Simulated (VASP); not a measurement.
# Si (P-1) in VASP: a series of runs

Si is run at these levels: LDA; tasks: single point, relaxation of cell and atoms.

Everything below comes from runs of VASP 6.6.1. Logs are shortened: lines on timing, memory, paths and dates and some standing lists are left out, and cuts for length are marked.

**1. The cell of the first run**

The typed cell holds 2 atoms: a = 2.651 Å, b = 2.651 Å, c = 4.542 Å, α = 90.00°, β = 90.00°, γ = 120.00°.

**2. Single point, LDA (atoms moved at random)**

The input, INCAR:

```
PREC = Accurate
ENCUT = 520
EDIFF = 1E-6
ISMEAR = 0
SIGMA = 0.15
LREAL = False
LASPH = True
NELM = 60
ALGO = Normal
ISIF = 2
LWAVE = False
LCHARG = False
GGA = CA
NBANDS = 11
```

The input, KPOINTS:

```
regular mesh
0
Gamma
  12 12 8
```

The input, POSCAR:

```
Si
1.0
    2.6510666862      0.0000000000      0.0000000000
   -1.3255333431      2.2958910974      0.0000000000
    0.0000000000      0.0000000000      4.5417424135
Si
2
Direct
    0.3238790356      0.6375649606      0.2376999167
    0.6761209644      0.3624350394      0.7623000833
```

Potentials or basis: VASP PAW LDA potentials, release 64 (Si).

The run is started by

```
$ cat potpaw_LDA.64/Si/POTCAR > POTCAR
$ mpirun -np 1 vasp_std > vasp.out
```

OUTCAR:

```text
PREC = Accurate
   ENCUT = 520
   EDIFF = 1E-6
   ISMEAR = 0
   LREAL = False
   LASPH = True
   NELM = 60
   ISIF = 2
   GGA = CA

 ion  position               nearest neighbor table
   1  0.324  0.638  0.238-   2 2.60   2 2.62   2 2.73   2 2.79   2 2.81   2 2.91
   2  0.676  0.362  0.762-   1 2.60   1 2.62   1 2.73   1 2.79   1 2.81   1 2.91

  LATTYP: Found a hexagonal cell.
 ALAT       =     2.6510666862
 C/A-ratio  =     1.7131754690

  Lattice vectors:

 A1 = (   2.6510666862,   0.0000000000,   0.0000000000)
 A2 = (  -1.3255333431,   2.2958910974,   0.0000000000)
 A3 = (   0.0000000000,   0.0000000000,   4.5417424135)

Analysis of symmetry for initial positions (statically):
=====================================================================
 Subroutine PRICEL returns:
 Original cell was already a primitive cell.

 Routine SETGRP: Setting up the symmetry group for a
 hexagonal supercell.

 Subroutine GETGRP returns: Found  2 space group operations
 (whereof  2 operations were pure point group operations)
 out of a pool of 24 trial point group operations.

The static configuration has the point symmetry S_2 .

Analysis of symmetry for dynamics (positions and initial velocities):
=====================================================================
 Subroutine PRICEL returns:
 Original cell was already a primitive cell.

 Routine SETGRP: Setting up the symmetry group for a
 hexagonal supercell.

 Subroutine GETGRP returns: Found  2 space group operations
 (whereof  2 operations were pure point group operations)
 out of a pool of 24 trial point group operations.

The dynamic configuration has the point symmetry S_2 .

 Subroutine INISYM returns: Found  2 space group operations
 (whereof  2 operations are pure point group operations),
 and found     1 'primitive' translations

----------------------------------------------------------------------------------------

                                     Primitive cell

  volume of cell :      27.6436

  direct lattice vectors                    reciprocal lattice vectors
     2.651066686  0.000000000  0.000000000     0.377206656  0.217780364  0.000000000
    -1.325533343  2.295891097  0.000000000     0.000000000  0.435560729  0.000000000
     0.000000000  0.000000000  4.541742413     0.000000000  0.000000000  0.220179814

  length of vectors
     2.651066686  2.651066686  4.541742413     0.435560729  0.435560729  0.220179814

  position of ions in fractional coordinates (direct lattice)
     0.323879036  0.637564961  0.237699917
     0.676120964  0.362435039  0.762300083

  ion indices of the primitive-cell ions
   primitive index   ion index
                 1           1
                 2           2

----------------------------------------------------------------------------------------

 KPOINTS: regular mesh

Automatic generation of k-mesh.
 Grid dimensions read from file:
 generate k-points for:   12   12    8

 Generating k-lattice:

  Cartesian coordinates                     Fractional coordinates (reciprocal lattice)
     0.031433888  0.018148364  0.000000000     0.083333333 -0.000000000  0.000000000
     0.000000000  0.036296727  0.000000000     0.000000000  0.083333333  0.000000000
     0.000000000  0.000000000  0.027522477     0.000000000  0.000000000  0.125000000

  Length of vectors
     0.036296727  0.036296727  0.027522477

  Shift w.r.t. Gamma in fractional coordinates (k-lattice)
     0.000000000  0.000000000  0.000000000

 Subroutine IBZKPT returns following result:
 ===========================================

 Found    580 irreducible k-points:

 Following reciprocal coordinates:
            Coordinates               Weight
  0.000000  0.000000  0.000000      1.000000
  0.083333 -0.000000  0.000000      2.000000
  0.000000  0.083333  0.000000      2.000000
 -0.083333  0.083333  0.000000      2.000000
  0.166667 -0.000000  0.000000      2.000000
  0.000000  0.166667  0.000000      2.000000
[... 16 lines left out ...]
  0.166667  0.083333  0.000000      2.000000
 -0.083333  0.250000  0.000000      2.000000
 [... further k-points ...]
   k-points           NKPTS =    580   k-points in BZ     NKDIM =    580   number of bands    NBANDS=     11
   number of dos      NEDOS =    301   number of ions     NIONS =      2
   total plane-waves  NPLWV =  14400
   dimension x,y,z NGX =    20 NGY =   20 NGZ =   36
   dimension x,y,z NGXF=    40 NGYF=   40 NGZF=   72
   ions per type =               2
   NGX,Y,Z   is equivalent  to a cutoff of  12.54, 12.54, 13.18 a.u.
   NGXF,Y,Z  is equivalent  to a cutoff of  25.08, 25.08, 26.35 a.u.
 SYSTEM =  unknown system
   PREC   = accura    normal or accurate (medium, high low for compatibility)
   ISTART =      0    job   : 0-new  1-cont  2-samecut
   ICHARG =      2    charge: 1-file 2-atom 10-const
   ISPIN  =      1    spin polarized calculation?
   LNONCOLLINEAR =      F non collinear calculations
   LSORBIT =      F    spin-orbit coupling
   LASPH  =      T    aspherical Exc in radial PAW
   ENCUT  =  520.0 eV  38.22 Ry    6.18 a.u.   4.93  4.93  8.44*2*pi/ulx,y,z
   NELM   =     60;   NELMIN=  2; NELMDL= -5     # of ELM steps
   EDIFF  = 0.1E-05   stopping-criterion for ELM
   LREAL  =      F    real-space projection
   EDIFFG = 0.1E-04   stopping-criterion for IOM
   NSW    =      0    number of steps for IOM
   IBRION =     -1    ionic relax: 0-MD 1-quasi-New 2-CG
   NFREE  =      0    steps in history (QN), initial steepest desc. (CG)
   ISIF   =      2    stress and relaxation
   ISYM   =      2    0-nonsym 1-usesym 2-fastsym
   POTIM  = 0.5000    time-step for ionic-motion
   TEBEG  =    0.0;   TEEND  =   0.0 temperature during run
   PSTRESS=    0.0 pullay stress
   NELECT =       8.0000    total number of electrons
   NUPDOWN=      -1.0000    fix difference up-down
   EMIN   =  10.00;   EMAX   =-10.00  energy-range for DOS
   EFERMI =   0.00;   METHOD = LEGACY
   ISMEAR =     0;   SIGMA  =   0.15  broadening in eV -4-tet -1-fermi 0-gaus
   EFERMI_NEDOS =   21; number of points for ismear=-14 and -15
   IALGO  =     38    algorithm
   IMIX   =      4    mixing-type and parameters
     AMIX     =   0.40;   BMIX     =  1.00
     AMIX_MAG =   1.60;   BMIX_MAG =  1.00
  volume/ion in A,a.u.               =      13.82        93.27
  Fermi-wavevector in a.u.,A,eV,Ry     =   1.082863  2.046314 15.954074  1.172591
  Thomas-Fermi vector in A             =   2.218915
   LORBIT       =      0    0 simple, 1 ext, 2 COOP (PROOUT), +10 PAW based schemes
   GGA     = CA    functional components
   LHFCALC =     F    Hartree Fock is set to
   AEXX    =    0.0000 exact exchange contribution
   IVDW    =     0    specifies the selected vdW correction
   LEPSILON=     F    determine dielectric tensor
   LRPA    =     F    only Hartree local field effects (RPA)
 non-spin polarized calculation
 Gauss-broadening in eV      SIGMA  =   0.15
  energy-cutoff  :      520.00
  volume of cell :       27.64
 maximum number of plane-waves:       768
   NGX =  9   NGY =  9   NGZ = 17

 number of electron       8.0000001 magnetization

 Free energy of the ion-electron system (eV)
  ---------------------------------------------------
  ext. energy  EPLUGINS =         0.00000000
  ---------------------------------------------------
  free energy    TOTEN  =       -11.05656117 eV

  energy without entropy =      -11.04634436  energy(sigma->0) =      -11.05145277

 E-fermi :  10.7400     XC(G=0): -11.4428

 val. band max:       10.7397673044   @ k =  -0.3333  -0.1667   0.3750
 cond. band min:      10.7404440526   @ k =  -0.3333   0.5000  -0.3750
 fundamental gap:      0.0006767482
 Fermi energy:        10.7400167210

 k-point     1 :       0.0000    0.0000    0.0000
  band No.  band energies     occupation
      1      -4.1332      2.00000
      2       2.3373      2.00000
      3       3.3786      2.00000
      4      19.7133      0.00000
      5      20.0724      0.00000
      6      20.9758      0.00000
      7      21.1519      0.00000
      8      21.3818      0.00000
      9      21.6083      0.00000
     10      23.8943      0.00000
     11      24.7936      0.00000

 k-point     2 :       0.0833   -0.0000    0.0000
  band No.  band energies     occupation
      1      -3.9423      2.00000
      2       2.5253      2.00000
      3       3.5592      2.00000
      4      17.4413      0.00000
      5      18.6971      0.00000
      6      20.3195      0.00000
      7      21.1228      0.00000
      8      22.2549      0.00000
      9      22.5956      0.00000
     10      22.9700      0.00000
     11      23.9608      0.00000

 k-point     3 :       0.0000    0.0833    0.0000
  band No.  band energies     occupation
      1      -3.9425      2.00000
      2       2.5253      2.00000
      3       3.5583      2.00000
      4      17.4511      0.00000
      5      18.5818      0.00000
      6      20.5248      0.00000
      7      21.1829      0.00000
      8      22.3387      0.00000
      9      22.5377      0.00000
     10      22.8591      0.00000
     11      23.8486      0.00000

 k-point     4 :      -0.0833    0.0833    0.0000
  band No.  band energies     occupation
      1      -3.9422      2.00000
      2       2.5253      2.00000
      3       3.5594      2.00000
      4      17.4455      0.00000
      5      18.6996      0.00000
      6      20.3076      0.00000
      7      21.1115      0.00000
      8      22.2764      0.00000
      9      22.6239      0.00000
     10      22.9140      0.00000
     11      23.9664      0.00000
[... 239 lines left out ...]
 k-point    22 :      -0.1667    0.0833    0.0000
  band No.  band energies     occupation
      1      -3.5607      2.00000
      2       2.9002      2.00000
      3       3.9213      2.00000
      4      15.5671      0.00000
      5      16.2586      0.00000
      6      20.6107      0.00000
      7      20.8004      0.00000
      8      20.9550      0.00000
      9      21.6946      0.00000
     10      22.7355      0.00000
     11      23.7947      0.00000

 k-point    23 :       0.1667    0.0833    0.0000
  band No.  band energies     occupation
      1      -2.8016      2.00000
      2       3.6457      2.00000
      3       4.6372      2.00000
      4      12.5278      0.00000
      5      14.5464      0.00000
      6      18.1603      0.00000
      7      19.1637      0.00000
      8      19.7685      0.00000
      9      21.2544      0.00000
     10      22.2287      0.00000
     11      23.5522      0.00000

 k-point    24 :      -0.0833    0.2500    0.0000
  band No.  band energies     occupation
      1      -2.8021      2.00000
      2       3.6458      2.00000
      3       4.6348      2.00000
      4      12.5092      0.00000
      5      14.5717      0.00000
      6      18.1727      0.00000
      7      19.2870      0.00000
      8      19.8937      0.00000
      9      21.0113      0.00000
     10      22.0973      0.00000
     11      23.5419      0.00000

 [... further k-points ...]
[... 5 lines left out ...]
  --------------------------------------------------------------------------------------
  -------------------------------------------------------------------------------------
  Total        0.2443872      0.3051042     -0.2181371     -0.0036540      0.1773419     -0.0418522
  in kB       14.1642844     17.6833392    -12.6428678     -0.2117811     10.2784443     -2.4256862
  external PRESSURE =       6.4015853 kB  Pullay stress =       0.0000000 kB

 VOLUME and BASIS-vectors are now :
 -----------------------------------------------------------------------------
  energy-cutoff  :      520.00
  volume of cell :       27.64
      direct lattice vectors                 reciprocal lattice vectors
     2.651066686  0.000000000  0.000000000     0.377206656  0.217780364  0.000000000
    -1.325533343  2.295891097  0.000000000     0.000000000  0.435560729  0.000000000
     0.000000000  0.000000000  4.541742413     0.000000000  0.000000000  0.220179814

 POSITION                                       TOTAL-FORCE (eV/Angst)
 -----------------------------------------------------------------------------------
      0.01351      1.46378      1.07957         0.017384     -0.050424      0.443136
      1.31202      0.83211      3.46217        -0.017384      0.050424     -0.443136
 -----------------------------------------------------------------------------------
    total drift:                               -0.000000      0.000000     -0.000000

  FREE ENERGIE OF THE ION-ELECTRON SYSTEM (eV)
  ---------------------------------------------------
  free  energy   TOTEN  =       -11.0565611692 eV

  energy  without entropy=      -11.0463443649  energy(sigma->0) =      -11.05145277
```

It took 91 s on 1 thread of Intel Xeon Platinum 8488C (Sapphire Rapids), shared host; peak memory 0.23 GiB.

Results:

```yaml
Free_energy: -11.0566 eV
Pressure: 0.6 GPa
Largest_force: 0.446 eV/Å
Band_gap_on_the_k_mesh: zero (bands 4 and 5 overlap by 12.78 eV)
```

Forces on the atoms (eV/Å):
```
Si   0.017 -0.050  0.443
Si  -0.017  0.050 -0.443
```

Caveat: the cell differs from its parent crystal (atoms moved at random).

(Continued in part 2 of 2.)
